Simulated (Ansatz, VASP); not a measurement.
## One calculation of TeAu2S3, two programs

```
CELL_PARAMETERS angstrom
4.99387 0.00000 0.00000
-2.49694 4.32482 0.00000
0.00000 0.00000 7.34957
ATOMIC_POSITIONS crystal
Te 0.66667 0.33333 0.00000
S 0.33333 0.66667 0.50000
S 0.00000 0.00000 0.86127
S 0.00000 0.00000 0.13873
Au 0.33333 0.66667 0.18321
Au 0.33333 0.66667 0.81679
```

Alike in both runs: functional PBE; k mesh 3 × 3 × 2; occupations gaussian, width 0.15 eV; no spin polarisation.

Ansatz relaxed the structure, and its values are those at the end. VASP's run is a single point on that final structure, the one shown.

|  | VASP | Ansatz |
| --- | --- | --- |
| version | VASP 6.6.1 | Ansatz 0.2.0 |
| potentials or method | VASP PAW PBE potentials, release 64 (Te, S, Au), cutoff 500 eV | scalar-relativistic, plane waves, PAW |
| valence electrons in the cell | 46 | 72 |

```tsv
	VASP	Ansatz	Ansatz less VASP
gap on the k mesh at the Fermi level (eV)	none	none	-
pressure (GPa)	-0.3	-0.1	+0.25
rms of the force components (eV/Å)	0.067	0.024	-0.0426
```

A gap of «none» marks a metal or a gap that the smearing closes. The functional is the same, so the differences come from potentials, cutoffs and numerics. VASP's potentials hold 46 valence electrons a cell and Ansatz's 72, so a difference there can come from the potentials and not from the codes.

The k mesh is coarse, so the values compare programs but aren't converged. Neither program's run includes spin-orbit coupling.
